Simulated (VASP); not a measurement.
Runs of VASP 6.6.1 on P. The structure is that of space group Fm-3m (No. 225), or close to it. The cells are those of the table. 

```tsv
cell	gap on the mesh (eV)	pressure (GPa)
a = 2.665 Å, angles 60.0°, 1 atom	none	5.5
a = 2.806 Å, angles 60.0°, 1 atom	none	-9.2
a = 2.589 Å, angles 60.0°, 1 atom	none	(b)
a = 2.772 Å, angles 60.0°, 1 atom	none	(a)
a = 2.702 Å, angles 60.0°, 1 atom	none	0.9
```

Alike in all rows: task single point; level PBEsol; potentials or basis VASP PAW PBE potentials, release 64 (P); no spin polarisation; k mesh 16 × 16 × 16; cutoff (eV) 520; smearing fermi-dirac 0.1 eV.

**Question.** Estimate the missing entries.

**Answer.** (a) -6.4; (b) 17.9.

Caveats: the PAW data sets were made with another functional, which shifts forces and pressure a little.

A gap of «none» marks levels without a gap at the run's occupations.
